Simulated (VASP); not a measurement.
CsMgBiO3, 6 atoms in the cell. It takes space group R3m (No. 160, trigonal). The conventional cell has a = 6.348 Å, b = 6.348 Å, c = 11.736 Å, α = 90.00°, β = 90.00°, γ = 120.00°. Within 2.7 Å of Bi (site symmetry 3m) lie 3 O at 2.05 Å. Cs (site symmetry 3m) has 9 O at 3.35 Å and 4 Bi at 3.67 to 3.86 Å and 3 Mg at 3.79 Å within 4.4 Å. Within 2.5 Å of Mg (site symmetry 3m) lie 3 O at 1.89 Å. Within 2.5 Å of O (site symmetry m) lie 1 Mg at 1.89 Å and 1 Bi at 2.05 Å. 

| Property | Result |
| --- | --- |
| Program | VASP 6.6.1 |
| Task | single point |
| Functional | r2SCAN |
| Dispersion | D3(BJ) |
| Potentials or basis | VASP PAW PBE potentials, release 64 (Bi_d, Cs_sv, Mg, O) |
| Cutoff | 520 eV |
| k mesh | 6 × 6 × 6 |
| Occupations | fermi-dirac, width 0.05 eV |
| Spin | no spin polarisation |
| Dipole correction | no |
| Further INCAR settings | ALGO = Normal; EDIFF = 1e-06; NBANDS = 31 |

Potentials or basis: VASP PAW PBE potentials, release 64 (Bi_d, Cs_sv, Mg, O).

Launch:

```console
$ cat potpaw_PBE.64/Bi_d/POTCAR potpaw_PBE.64/Cs_sv/POTCAR potpaw_PBE.64/Mg/POTCAR potpaw_PBE.64/O/POTCAR > POTCAR
$ cp INCAR.step1 INCAR
$ mpirun -np 1 vasp_std > vasp.out
$ cp INCAR.step2 INCAR
$ mpirun -np 1 vasp_std > vasp.out
```

Hardware: 1 thread of Intel(R) Xeon(R) Platinum 8488C (Sapphire Rapids), with other jobs on the host.

Q: Estimate the wall time of this run.

A: It took 4 min on 1 thread of Intel(R) Xeon(R) Platinum 8488C (Sapphire Rapids), with other jobs on the host, peak memory 0.36 GiB. Counts: k points 32.
